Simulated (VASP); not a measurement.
Input of a VASP 6.6.1 run:

File INCAR:

```
PREC = Accurate ; ENCUT = 520
EDIFF = 1E-6 ; ISMEAR = 0
SIGMA = 0.1 ; LREAL = F
LASPH = T ; NELM = 100
ALGO = Fast ; ISIF = 2
LWAVE = F ; LCHARG = T
GGA = PE ; IVDW = 12
LELF = T ; LVHAR = T
NBANDS = 13
```

Contents of KPOINTS:

```
Automatic mesh
0
Gamma
  16 16 16
```

File POSCAR:

```
Sn
1.0
   -1.7569575491      1.7573113164      1.9665293042
    1.7569575491     -1.7573113164      1.9665293042
    1.7569575491      1.7573113164     -1.9665293042
Sn
1
Direct
    0.0000000000      0.0000000000      0.0000000000
```

Potentials or basis: VASP PAW PBE potentials, release 64 (Sn_d).

Command:

```sh
$ cat potpaw_PBE.64/Sn_d/POTCAR > POTCAR
$ mpirun -np 1 vasp_std > vasp.out
```

Task: Estimate the pressure.

Result: 5.6 GPa.

Task: What does it give for the band gap on the k mesh?

Result: Zero (band 7 reaches 18.21 eV, above the bottom of band 8 at 6.84 eV).

Task: Predict the dispersion energy per atom.

Result: -0.431 eV.

Caveat: spin-orbit coupling is left out, which moves the levels of the heavy elements; pairwise dispersion overbinds metals, which lowers pressure and volume.
